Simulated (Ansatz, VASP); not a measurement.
# One calculation of FeBr4, two programs

```
Fe Br
1.0
     5.77705    0.00000    0.00000
     0.00000    5.77705    0.00000
     0.00000    0.00000    5.77705
Fe Br
1 4
Direct
  0.00000 0.00000 0.00000
  0.22778 0.77222 0.77222
  0.77222 0.22778 0.77222
  0.77222 0.77222 0.22778
  0.22778 0.22778 0.22778
```

Change from the starting cell: species swapped into the SnI4 type (P-43m, No. 215).

Alike in both runs: functional PBE; k mesh 2 × 2 × 2; occupations gaussian, width 0.15 eV; collinear spin.

Ansatz relaxed the structure, and its values are those at the end. VASP's run is a single point on that final structure, the one shown.

|  | VASP | Ansatz |
| --- | --- | --- |
| version | VASP 6.6.1 | Ansatz 0.2.0 |
| potentials or method | VASP PAW PBE potentials, release 64 (Fe, Br), cutoff 520 eV | scalar-relativistic, plane waves, PAW |
| valence electrons in the cell | 36 | 44 |

Ansatz gave:

```
gap on the k mesh at the Fermi level (eV)                     : none
pressure (GPa)                                                : 0.2
rms of the force components (eV/Å)                            : 0.012
net moment per atom (μB)                                      : 0.80
size of the moment on the site where the two differ most (μB) : 3.07
```

Question: What did VASP give for the same quantities?

Answer: gap on the k mesh at the Fermi level (eV): none; pressure (GPa): 0.2; rms of the force components (eV/Å): 0.014; net moment per atom (μB): 0.80; size of the moment on the site where the two differ most (μB): 3.13.

Site moments also hang on the region over which each program counts them. A gap of «none» marks a metal or a gap that the smearing closes. With one functional, cell and mesh, what is left measures potentials, basis and numerics. VASP's potentials hold 36 valence electrons a cell and Ansatz's 44, so a difference there can come from the potentials and not from the codes.

The k mesh is coarse, so the values compare programs but aren't converged.
